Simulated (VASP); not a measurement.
# Si2WAu2 (I4/mmm) in VASP: single point with HSE06

Aim: the single point of Si2WAu2 with HSE06.

Everything below comes from runs of VASP 6.6.1. Logs are shortened: lines on timing, memory, paths and dates and some standing lists are left out, and cuts for length are marked.

### 1 The cell of the first run

It takes space group I4/mmm (No. 139, tetragonal). Conventional cell: a = 4.210 Å, b = 4.210 Å, c = 9.721 Å, α = 90.00°, β = 90.00°, γ = 90.00°. W (site symmetry 4/mmm) has 10 Si at 3.20 to 3.68 Å and 8 Au at 3.22 Å and 4 W at 4.21 Å within 4.3 Å. Au (site symmetry -4m2) has 4 Si at 2.45 Å and 4 Au at 2.98 Å and 4 W at 3.22 Å within 3.3 Å. Si (site symmetry 4mm) has 1 Si at 2.35 Å and 4 Au at 2.45 Å and 4 W at 3.20 Å within 3.3 Å.

### 2 Single point, HSE06

Input file POSCAR:

```
Si2WAu2
1.0
    0.0000000000      4.2096440000      0.0000000000
    4.2096440000      0.0000000000      0.0000000000
    2.1048220000      2.1048220000     -4.8605700000
W Au Si
1 2 2
Direct
    0.0000000000      0.0000000000      0.0000000000
    0.7500000000      0.2500000000      0.5000000000
    0.2500000000      0.7500000000      0.5000000000
    0.3790000000      0.3790000000      0.2420000000
    0.6210000000      0.6210000000      0.7580000000
```

Input file INCAR.step1:

```
PREC     = Accurate       # precision mode
ENCUT    = 520            # plane-wave cutoff, eV
EDIFF    = 1E-5           # SCF threshold, eV
ISMEAR   = -1             # smearing method
SIGMA    = 0.1            # smearing width, eV
LREAL    = False          # projectors in reciprocal space
LASPH    = True           # aspherical terms in the spheres
NELM     = 80             # most SCF steps
ALGO     = Normal         # electronic algorithm
ISIF     = 2              # what is computed and relaxed
LWAVE    = True           # write WAVECAR
GGA      = PE             # functional
NBANDS   = 30             # bands
```

Input file INCAR.step2:

```
PREC     = Accurate       # precision mode
ENCUT    = 520            # plane-wave cutoff, eV
EDIFF    = 1E-6           # SCF threshold, eV
ISMEAR   = -1             # smearing method
SIGMA    = 0.1            # smearing width, eV
LREAL    = False          # projectors in reciprocal space
LASPH    = True           # aspherical terms in the spheres
NELM     = 80             # most SCF steps
ALGO     = Normal         # electronic algorithm
ISIF     = 2              # what is computed and relaxed
LWAVE    = False          # write WAVECAR
LCHARG   = True           # write CHGCAR
GGA      = PE             # functional
LHFCALC  = True           # exact exchange
HFSCREEN = 0.2079         # screening, 1/A
PRECFOCK = Fast         
LELF     = True           # ELF
LVHAR    = True         
ISTART   = 1            
NBANDS   = 30             # bands
```

Input file KPOINTS:

```
regular mesh
0
Gamma
  3 3 3
```

Potentials or basis: VASP PAW PBE potentials, release 64 (W_sv, Au, Si).

Started as:

```console
$ cat potpaw_PBE.64/W_sv/POTCAR potpaw_PBE.64/Au/POTCAR potpaw_PBE.64/Si/POTCAR > POTCAR
$ cp INCAR.step1 INCAR
$ mpirun -np 1 vasp_std > vasp.out
$ cp INCAR.step2 INCAR
$ mpirun -np 1 vasp_std > vasp.out
```

OUTCAR:

```text
PREC = Accurate
   ENCUT = 520
   EDIFF = 1E-6
   ISMEAR = -1
   LREAL = False
   LASPH = True
   NELM = 80
   ISIF = 2
   GGA = PE
   LHFCALC = True
   HFSCREEN = 0.2079
   PRECFOCK = Fast
   ISTART = 1

 ion  position               nearest neighbor table
   1  0.000  0.000  0.000-   4 3.20   5 3.20   5 3.20   5 3.20   4 3.20   4 3.20   5 3.20   4 3.20
                             2 3.22   3 3.22   3 3.22   2 3.22   3 3.22   2 3.22   3 3.22   2 3.22
   2  0.750  0.250  0.500-   4 2.45   5 2.45   5 2.45   4 2.45   3 2.98   3 2.98   3 2.98   3 2.98
                             1 3.22   1 3.22   1 3.22   1 3.22
   3  0.250  0.750  0.500-   4 2.45   5 2.45   5 2.45   4 2.45   2 2.98   2 2.98   2 2.98   2 2.98
                             1 3.22   1 3.22   1 3.22   1 3.22
   4  0.379  0.379  0.242-   5 2.35   3 2.45   2 2.45   3 2.45   2 2.45   1 3.20   1 3.20   1 3.20
                             1 3.20
   5  0.621  0.621  0.758-   4 2.35   2 2.45   3 2.45   3 2.45   2 2.45   1 3.20   1 3.20   1 3.20
                             1 3.20

  LATTYP: Found a body centered tetragonal cell.
 ALAT       =     4.2096440000
 C/A-ratio  =     2.3092546543

  Lattice vectors:

 A1 = (  -2.1048220000,   2.1048220000,   4.8605700000)
 A2 = (   2.1048220000,  -2.1048220000,   4.8605700000)
 A3 = (   2.1048220000,   2.1048220000,  -4.8605700000)

Analysis of symmetry for initial positions (statically):
=====================================================================
 Subroutine PRICEL returns:
 Original cell was already a primitive cell.

 Routine SETGRP: Setting up the symmetry group for a
 body centered tetragonal supercell.

 Subroutine GETGRP returns: Found 16 space group operations
 (whereof 16 operations were pure point group operations)
 out of a pool of 16 trial point group operations.

The static configuration has the point symmetry D_4h.

Analysis of symmetry for dynamics (positions and initial velocities):
=====================================================================
 Subroutine PRICEL returns:
 Original cell was already a primitive cell.

 Routine SETGRP: Setting up the symmetry group for a
 body centered tetragonal supercell.

 Subroutine GETGRP returns: Found 16 space group operations
 (whereof 16 operations were pure point group operations)
 out of a pool of 16 trial point group operations.

The dynamic configuration has the point symmetry D_4h.

 Subroutine INISYM returns: Found 16 space group operations
 (whereof 16 operations are pure point group operations),
[... 92 lines left out ...]
   TEBEG  =    0.0;   TEEND  =   0.0 temperature during run
   PSTRESS=    0.0 pullay stress
   NELECT =      44.0000    total number of electrons
   NUPDOWN=      -1.0000    fix difference up-down
   EMIN   =  10.00;   EMAX   =-10.00  energy-range for DOS
   EFERMI =   0.00;   METHOD = LEGACY
   ISMEAR =    -1;   SIGMA  =   0.10  broadening in eV -4-tet -1-fermi 0-gaus
   EFERMI_NEDOS =   21; number of points for ismear=-14 and -15
   IALGO  =     38    algorithm
   IMIX   =      1    mixing-type and parameters
     AMIX     =   0.40;   BMIX     =  1.00
     AMIX_MAG =   1.60;   BMIX_MAG =  1.00
  volume/ion in A,a.u.               =      17.23       116.25
  Fermi-wavevector in a.u.,A,eV,Ry     =   1.308679  2.473044 23.301886  1.712640
  Thomas-Fermi vector in A             =   2.439329
   LORBIT       =      0    0 simple, 1 ext, 2 COOP (PROOUT), +10 PAW based schemes
   GGA     = PE    functional components
   LHFCALC =     T    Hartree Fock is set to
   PRECFOCK=fast      Normal, Fast or Accurate (Low or Medium for compatibility)
   ENCUT4O =  -1.0   cutoff for four orbital integrals eV
   NKREDX  =     1    reduce k-point grid by
   NKREDY  =     1    reduce k-point grid by
   NKREDZ  =     1    reduce k-point grid by
   AEXX    =    0.2500 exact exchange contribution
   HFSCREEN=    0.2079 screening length (either q_TF or 0.3 A-1)
   HFSCREENC=   0.2079 screening length for correlation (either q_TF or 0.3 A-1)
   ENCUTFOCK=  -1.0 apply spherical cutoff to Coloumb kernel
   IVDW    =     0    specifies the selected vdW correction
   LEPSILON=     F    determine dielectric tensor
   LRPA    =     F    only Hartree local field effects (RPA)
 non-spin polarized calculation
  energy-cutoff  :      520.00
  volume of cell :       86.13
 maximum number of plane-waves:      2339
  NGX = 18; NGY = 18; NGZ = 24

 number of electron      44.0000001 magnetization

 Free energy of the ion-electron system (eV)
  ---------------------------------------------------
  ext. energy  EPLUGINS =         0.00000000
  ---------------------------------------------------
  free energy    TOTEN  =       -29.64369094 eV

  energy without entropy =      -29.58909051  energy(sigma->0) =      -29.61639073

 E-fermi :   9.7494     XC(G=0):  -9.7049

 val. band max:        9.6244777299   @ k =  -0.3333   0.3333   0.0000
 cond. band min:       9.9588911060   @ k =   0.0000   0.0000   0.3333
 fundamental gap:      0.3344133761
 Fermi energy:         9.7493982516

 k-point     1 :       0.0000    0.0000    0.0000
  band No.  band energies     occupation
      1     -69.2108      2.00000
      2     -31.9529      2.00000
      3     -31.9529      2.00000
      4     -31.7823      2.00000
      5      -4.5899      2.00000
      6      -1.6083      2.00000
[... 187 lines left out ...]
     29      15.0020      0.00000
     30      15.9922      0.00000

------------------------ aborting loop because EDIFF is reached ----------------------------------------

  FORCE on cell =-STRESS in cart. coord.  units (eV):
  Direction    XX          YY          ZZ          XY          YZ          ZX
  --------------------------------------------------------------------------------------
  -------------------------------------------------------------------------------------
  Total       -3.2843449     -3.2843449     -4.6631644      0.0000000      0.0000000     -0.0000000
  in kB      -61.0915848    -61.0915848    -86.7387919      0.0000000      0.0000000     -0.0000000
  external PRESSURE =     -69.6406538 kB  Pullay stress =       0.0000000 kB

 VOLUME and BASIS-vectors are now :
 -----------------------------------------------------------------------------
  energy-cutoff  :      520.00
  volume of cell :       86.13
      direct lattice vectors                 reciprocal lattice vectors
     0.000000000  4.209644000  0.000000000     0.000000000  0.237549779  0.102868594
     4.209644000  0.000000000  0.000000000     0.237549779  0.000000000  0.102868594
     2.104822000  2.104822000 -4.860570000     0.000000000  0.000000000 -0.205737187

 POSITION                                       TOTAL-FORCE (eV/Angst)
 -----------------------------------------------------------------------------------
      0.00000      0.00000      0.00000        -0.000000      0.000000      0.000000
      2.10482      4.20964     -2.43029        -0.000000      0.000000      0.000000
      4.20964      2.10482     -2.43029         0.000000     -0.000000     -0.000000
      2.10482      2.10482     -1.17626        -0.000000     -0.000000      2.546634
      4.20964      4.20964     -3.68431         0.000000      0.000000     -2.546634
 -----------------------------------------------------------------------------------
    total drift:                               -0.000000      0.000000     -0.000000

  FREE ENERGIE OF THE ION-ELECTRON SYSTEM (eV)
  ---------------------------------------------------
  free  energy   TOTEN  =       -29.6436909432 eV

  energy  without entropy=      -29.5890905094  energy(sigma->0) =      -29.61639073
```

OUTCAR.step1:

```text
PREC = Accurate
   ENCUT = 520
   EDIFF = 1E-5
   ISMEAR = -1
   LREAL = False
   LASPH = True
[... 414 lines left out ...]
      4.20964      2.10482     -2.43029        -0.000000     -0.000000      0.000000
      2.10482      2.10482     -1.17626         0.000000      0.000000      2.531794
      4.20964      4.20964     -3.68431        -0.000000     -0.000000     -2.531794
 -----------------------------------------------------------------------------------
    total drift:                               -0.000000     -0.000000     -0.000000

  FREE ENERGIE OF THE ION-ELECTRON SYSTEM (eV)
  ---------------------------------------------------
  free  energy   TOTEN  =       -26.2090539386 eV

  energy  without entropy=      -26.0870575517  energy(sigma->0) =      -26.14805575
```

OSZICAR.step1:

```text
N       E                     dE             d eps       ncg     rms          rms(c)
DAV:   1     0.314558242373E+03    0.31456E+03   -0.21509E+04   360   0.145E+03
DAV:   2    -0.148622415376E+02   -0.32942E+03   -0.31759E+03   384   0.363E+02
DAV:   3    -0.293116862680E+02   -0.14449E+02   -0.14031E+02   458   0.702E+01
DAV:   4    -0.295486751739E+02   -0.23699E+00   -0.23556E+00   396   0.878E+00
DAV:   5    -0.295525254223E+02   -0.38502E-02   -0.38492E-02   440   0.116E+00    0.202E+01
DAV:   6    -0.263662320857E+02    0.31863E+01   -0.13374E+01   404   0.255E+01    0.102E+01
DAV:   7    -0.263453595594E+02    0.20873E-01   -0.15627E+00   384   0.611E+00    0.828E+00
DAV:   8    -0.262458360375E+02    0.99524E-01   -0.58629E-01   390   0.382E+00    0.313E+00
DAV:   9    -0.262099753977E+02    0.35861E-01   -0.91311E-02   386   0.146E+00    0.447E-01
DAV:  10    -0.262090851523E+02    0.89025E-03   -0.43328E-03   414   0.427E-01    0.314E-01
DAV:  11    -0.262090474905E+02    0.37662E-04   -0.74413E-04   390   0.130E-01    0.654E-02
DAV:  12    -0.262090539386E+02   -0.64481E-05   -0.31386E-05   416   0.304E-02
   1 F= -.26209054E+02 E0= -.26148056E+02  d E =-.121996E+00
```

It took 12 min on 1 thread of Intel Xeon Platinum 8375C at 2.90GHz (Ice Lake), shared host; peak memory 0.31 GiB.

What came out:

| Item | Value |
| --- | --- |
| Free energy | -29.6437 eV |
| Pressure | -7.0 GPa |
| Largest force | 2.547 eV/Å |
| Band gap on the k mesh | zero (bands 22 and 23 overlap by 0.40 eV) |

Forces in eV/Å, atoms in the order of the input:
```
W    0.000  0.000  0.000
Au   0.000  0.000  0.000
Au   0.000  0.000  0.000
Si   0.000  0.000  2.547
Si   0.000  0.000 -2.547
```

Stress tensor (GPa, compression positive):
```
-6.11  0.00  0.00
 0.00 -6.11  0.00
 0.00  0.00 -8.67
```

Caveat: the k points lie up to 0.54 Å⁻¹ apart; the PAW data sets were made with another functional, which shifts forces and pressure a little; spin-orbit coupling is left out, which moves the levels of the heavy elements.

The gap in the log of VASP goes by the Fermi energy; the results here count the filled bands.